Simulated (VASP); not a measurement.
Set up this calculation in VASP 6.6.1, as the native input.

```
Task                   : relaxation of cell and atoms
Functional             : PBE
Potentials or basis    : VASP PAW PBE potentials, release 64 (Rh_pv)
Cutoff                 : 600 eV
k mesh                 : 18 × 18 × 18
Occupations            : gaussian, width 0.1 eV
Spin                   : no spin polarisation
Dipole correction      : no
Further INCAR settings : ALGO = Normal; EDIFF = 1e-06; IBRION = 2; EDIFFG = -0.005; NSW = 100; ISIF = 3
```

The structure of Rh lies in POSCAR:

```
Rh
1.0
    0.0000000000      1.9015500000      1.9015500000
    1.9015500000      0.0000000000      1.9015500000
    1.9015500000      1.9015500000      0.0000000000
Rh
1
Direct
    0.0000000000      0.0000000000      0.0000000000
```

These files were run (other wordings do the same):

INCAR

```
PREC     = Accurate       # precision mode
ENCUT    = 600            # plane-wave cutoff, eV
EDIFF    = 1E-6           # SCF threshold, eV
ISMEAR   = 0              # smearing method
SIGMA    = 0.1            # smearing width, eV
LREAL    = False          # projectors in reciprocal space
LASPH    = True           # aspherical terms in the spheres
NELM     = 100            # most SCF steps
ALGO     = Normal         # electronic algorithm
ISIF     = 3              # what is computed and relaxed
LWAVE    = False          # write WAVECAR
LCHARG   = False          # write CHGCAR
GGA      = PE             # functional
IBRION   = 2              # ionic algorithm
NSW      = 100            # ionic steps
EDIFFG   = -0.005         # ionic threshold
```

KPOINTS

```
Automatic mesh
0
Gamma
  18 18 18
```

Potentials or basis: VASP PAW PBE potentials, release 64 (Rh_pv).

Launch:

```console
$ cat potpaw_PBE.64/Rh_pv/POTCAR > POTCAR
$ mpirun -np 1 vasp_std > vasp.out
```

Results of the run:

- Relaxed volume: 14.04 Å³/atom
- Relaxed cell: a = 2.708 Å, b = 2.708 Å, c = 2.708 Å, α = 60.00°, β = 60.00°, γ = 60.00°
- Space group after relaxing (to 0.1 Å): Fm-3m (No. 225)
- Energy gained by relaxing: 4.9 meV/atom
- Ionic steps: 3
- Pressure after relaxing: 0.0 GPa
- Band gap on the k mesh: zero (an odd number of electrons rules out a gap without spin polarisation)

Run time: 88 s on 1 thread of Intel(R) Xeon(R) Platinum 8375C CPU @ 2.90GHz (Ice Lake), with other jobs on the host, peak memory 0.17 GiB.
